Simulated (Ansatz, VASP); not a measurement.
# Sn2H: VASP beside Ansatz

INCAR

```
SYSTEM = Sn2H
ALGO = Normal ; EDIFF = 1E-6
EDIFFG = -0.01 ; ENCUT = 600
GGA = PE ; IBRION = 2
ISIF = 3 ; ISMEAR = 0
LASPH = .True. ; LCHARG = .False.
LREAL = .False. ; LWAVE = .False.
NELM = 80 ; NSW = 100
PREC = Accurate ; SIGMA = 0.1
```

Contents of KPOINTS:

```
k-points
0
Gamma
  12 12 4
  0 0 0
```

Contents of POSCAR:

```
Sn2H
1.0
    3.4786710840      0.0000000000      0.0000000000
   -1.7393355420      3.0126175301      0.0000000000
    0.0000000000      0.0000000000     12.5521580950
Sn H
4 2
Direct
    0.0000000000      0.0000000000      0.7420639452
    0.0000000000      0.0000000000      0.2579360548
    0.0000000000      0.0000000000      0.5000000000
    0.0000000000      0.0000000000      0.0000000000
    0.3333333333      0.6666666667      0.5000000000
    0.6666666667      0.3333333333      0.5000000000
```

Input for Ansatz:

```yaml
crystal:
  lattice:
    - [3.478671084, 0.0, 0.0]
    - [-1.739335542, 3.0126175301, 0.0]
    - [0.0, 0.0, 12.552158095]
  atoms:
    - { symbol: Sn, position: [0.0, 0.0, 0.7420639452] }
    - { symbol: Sn, position: [0.0, 0.0, 0.2579360548] }
    - { symbol: Sn, position: [0.0, 0.0, 0.5] }
    - { symbol: Sn, position: [0.0, 0.0, 0.0] }
    - { symbol: H, position: [0.3333333333, 0.6666666667, 0.5] }
    - { symbol: H, position: [0.6666666667, 0.3333333333, 0.5] }
basis:
  ecutwfc: 420
kpoints:
  mp_grid: { grid: [12, 12, 4] }
hamiltonian:
  xc: pbe
scf:
  occupations: { method: gaussian, width: 0.1 }
output:
  forces: true
  stress: true
  eigenvalues: true
relax:
  adjacent_minimum: "off"
  f_tol: 0.01
  max_steps: 80
  cell: { stress_tol: 0.05 }
```

Alike in both runs: task relaxation of cell and atoms; functional PBE; k mesh 12 × 12 × 4; occupations gaussian, width 0.1 eV; no spin polarisation.

|  | VASP | Ansatz |
| --- | --- | --- |
| version | VASP 6.6.1 | Ansatz 0.2.0 |
| potentials or method | VASP PAW PBE potentials, release 64 (Sn_d, H), cutoff 600 eV | scalar-relativistic, plane waves, PAW |
| valence electrons in the cell | 58 | 58 |

Ansatz gave:

```
gap on the k mesh at the Fermi level, each at its own relaxed structure (eV) : none
relaxed volume (Å³/atom)                                                     : 21.65
relaxed length of the cell vector where the two differ most in proportion (Å)              : 12.219
```

Estimate VASP's values.

gap on the k mesh at the Fermi level, each at its own relaxed structure (eV): none; relaxed volume (Å³/atom): 21.65; relaxed length of the cell vector where the two differ most in proportion (Å): 12.216.

A gap of «none» marks a metal or a gap that the smearing closes.
